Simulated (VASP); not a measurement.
The system is SiO2.

```
Si O
1.0
     4.97559    0.00000    0.00000
     0.00000    4.97559    0.00000
     0.00000    0.00000    6.90089
Si O
4 8
Direct
  0.80325 0.80325 0.50000
  0.69675 0.30325 0.25000
  0.30325 0.69675 0.75000
  0.19675 0.19675 0.00000
  0.76176 0.11039 0.43204
  0.88961 0.23824 0.06796
  0.11039 0.76176 0.56796
  0.26176 0.38961 0.81796
  0.23824 0.88961 0.93204
  0.73824 0.61039 0.31796
  0.38961 0.26176 0.18204
  0.61039 0.73824 0.68204
```

```yaml
Program: VASP 6.6.1
Task: relaxation of cell and atoms
Functional: RPBE
Dispersion: D3(BJ)
Potentials_or_basis: VASP PAW PBE potentials, release 64 (Si, O)
Cutoff: 600 eV
k_mesh: 6 × 6 × 4
Occupations: fermi-dirac, width 0.05 eV
Spin: no spin polarisation
```

At the start: pressure 2.1 GPa; volume 14.24 Å³/atom.

Question: Where does the relaxation end?

Answer: Over 28 steps the energy falls by 22.2 meV/atom and the volume is 12.34 Å³/atom (-13.4 %); space group P4_32_12 (No. 96, to 0.1 Å) before and after.

Step by step:
```tsv
step	energy change (eV)	largest force (eV/Å)	pressure (GPa)	volume (Å³)
1	0.0000	0.3671	2.09	170.84
2	0.0033	0.1188	-3.63	175.48
3	-0.0279	0.1580	-0.78	173.07
4	-0.0417	0.1452	-0.67	172.19
5	-0.0528	0.3429	-0.47	170.44
6	-0.0576	0.2868	-0.39	170.08
7	-0.0663	0.2125	-0.16	169.01
8	-0.0674	0.3427	-0.03	168.48
9	-0.0712	0.3389	-0.01	168.21
10	-0.0822	0.3281	0.08	167.41
11	-0.1034	0.3087	0.25	165.81
12	-0.1416	0.2765	0.54	162.64
13	-0.2006	0.2395	0.93	156.41
14	-0.2206	0.2690	1.06	144.37
15	-0.2317	0.2649	1.26	149.05
16	-0.1632	0.7923	-4.15	150.54
17	-0.2410	0.2310	-0.19	149.43
18	-0.2455	0.2541	-1.63	149.64
19	-0.2510	0.1424	-1.02	149.55
20	-0.2586	0.1320	0.38	148.19
21	-0.2594	0.0644	0.04	148.52
22	-0.2618	0.0278	0.06	148.38
23	-0.2648	0.0757	0.14	147.98
24	-0.2645	0.1265	-0.10	148.02
25	-0.2654	0.0419	0.04	148.00
26	-0.2658	0.0317	-0.04	148.04
27	-0.2661	0.0242	-0.23	148.15
28	-0.2664	0.0070	-0.04	148.02
```

Final structure:
```cif
data_structure
_symmetry_space_group_name_H-M 'P 1'
_symmetry_Int_Tables_number 1
_cell_length_a 4.7777
_cell_length_b 4.7777
_cell_length_c 6.4846
_cell_angle_alpha 90.000
_cell_angle_beta 90.000
_cell_angle_gamma 90.000
_cell_volume 148.02
loop_
_atom_site_label
_atom_site_type_symbol
_atom_site_fract_x
_atom_site_fract_y
_atom_site_fract_z
_atom_site_occupancy
Si1 Si 0.82497 0.82497 0.50000 1
Si2 Si 0.67503 0.32497 0.25000 1
Si3 Si 0.32497 0.67503 0.75000 1
Si4 Si 0.17503 0.17503 0.00000 1
O1 O 0.77294 0.15626 0.45587 1
O2 O 0.84374 0.22706 0.04413 1
O3 O 0.15626 0.77294 0.54413 1
O4 O 0.27294 0.34374 0.79413 1
O5 O 0.22706 0.84374 0.95587 1
O6 O 0.72706 0.65626 0.29413 1
O7 O 0.34374 0.27294 0.20587 1
O8 O 0.65626 0.72706 0.70587 1
```

Caveat: the PAW data sets were made with another functional, which shifts forces and pressure a little.
